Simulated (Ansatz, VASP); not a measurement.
One calculation of Si3N4, two programs

File INCAR:

```
  PREC = Accurate
  ENCUT = 600
  EDIFF = 1E-6
  ISMEAR = 0
  SIGMA = 0.02
  LREAL = F
  LASPH = T
  NELM = 60
  ALGO = Normal
  ISIF = 3
  LWAVE = F
  LCHARG = F
  GGA = CA
  IBRION = 2
  NSW = 70
  EDIFFG = -0.005
```

KPOINTS

```
regular mesh
0
Gamma
  6 6 8
```

The input POSCAR:

```
Si3N4
1.0
    7.6636192821      0.0000000000      0.0000000000
   -3.8318096411      6.6368889832      0.0000000000
    0.0000000000      0.0000000000      2.9264354330
Si N
6 8
Direct
    0.7689127088      0.1750130393      0.2500000000
    0.5938996695      0.7689127088      0.7500000000
    0.8249869607      0.5938996695      0.2500000000
    0.2310872912      0.8249869607      0.7500000000
    0.4061003305      0.2310872912      0.2500000000
    0.1750130393      0.4061003305      0.7500000000
    0.0308339517      0.3300008783      0.2500000000
    0.7008330734      0.0308339517      0.7500000000
    0.6699991217      0.7008330734      0.2500000000
    0.9691660483      0.6699991217      0.7500000000
    0.2991669266      0.9691660483      0.2500000000
    0.3300008783      0.2991669266      0.7500000000
    0.6666666667      0.3333333333      0.2500000000
    0.3333333333      0.6666666667      0.7500000000
```

Input for Ansatz:

```yaml
crystal:
  lattice:
    - [7.6636192821, 0.0, 0.0]
    - [-3.8318096411, 6.6368889832, 0.0]
    - [0.0, 0.0, 2.926435433]
  atoms:
    - { symbol: Si, position: [0.7689127088, 0.1750130393, 0.25] }
    - { symbol: Si, position: [0.5938996695, 0.7689127088, 0.75] }
    - { symbol: Si, position: [0.8249869607, 0.5938996695, 0.25] }
    - { symbol: Si, position: [0.2310872912, 0.8249869607, 0.75] }
    - { symbol: Si, position: [0.4061003305, 0.2310872912, 0.25] }
    - { symbol: Si, position: [0.1750130393, 0.4061003305, 0.75] }
    - { symbol: "N", position: [0.0308339517, 0.3300008783, 0.25] }
    - { symbol: "N", position: [0.7008330734, 0.0308339517, 0.75] }
    - { symbol: "N", position: [0.6699991217, 0.7008330734, 0.25] }
    - { symbol: "N", position: [0.9691660483, 0.6699991217, 0.75] }
    - { symbol: "N", position: [0.2991669266, 0.9691660483, 0.25] }
    - { symbol: "N", position: [0.3300008783, 0.2991669266, 0.75] }
    - { symbol: "N", position: [0.6666666667, 0.3333333333, 0.25] }
    - { symbol: "N", position: [0.3333333333, 0.6666666667, 0.75] }
basis:
  ecutwfc: 420
kpoints:
  mp_grid: { grid: [6, 6, 8] }
hamiltonian:
  xc: lda
scf:
  occupations: { method: gaussian, width: 0.02 }
output:
  forces: true
  stress: true
  eigenvalues: true
relax:
  adjacent_minimum: "off"
  f_tol: 0.005
  max_steps: 50
  cell: { stress_tol: 0.05 }
```

Alike in both runs: task relaxation of cell and atoms; functional LDA; k mesh 6 × 6 × 8; occupations gaussian, width 0.02 eV; no spin polarisation.

|  | VASP | Ansatz |
| --- | --- | --- |
| version | VASP 6.6.1 | Ansatz 0.2.0 |
| potentials or method | VASP PAW LDA potentials, release 64 (Si, N), cutoff 600 eV | scalar-relativistic, plane waves, PAW |
| valence electrons in the cell | 64 | 64 |

Ansatz gave:

```
gap on the k mesh at the Fermi level, each at its own relaxed structure (eV) : 4.24
relaxed volume (Å³/atom)                                                     : 10.26
relaxed cell length with the largest relative difference (Å)                 : 7.574
```

Question: Which values does VASP return?

Answer: gap on the k mesh at the Fermi level, each at its own relaxed structure (eV): 4.22; relaxed volume (Å³/atom): 10.27; relaxed cell length with the largest relative difference (Å): 7.577.

LDA's correlation is that of Perdew and Zunger in VASP and of Perdew and Wang (1992) in Ansatz.
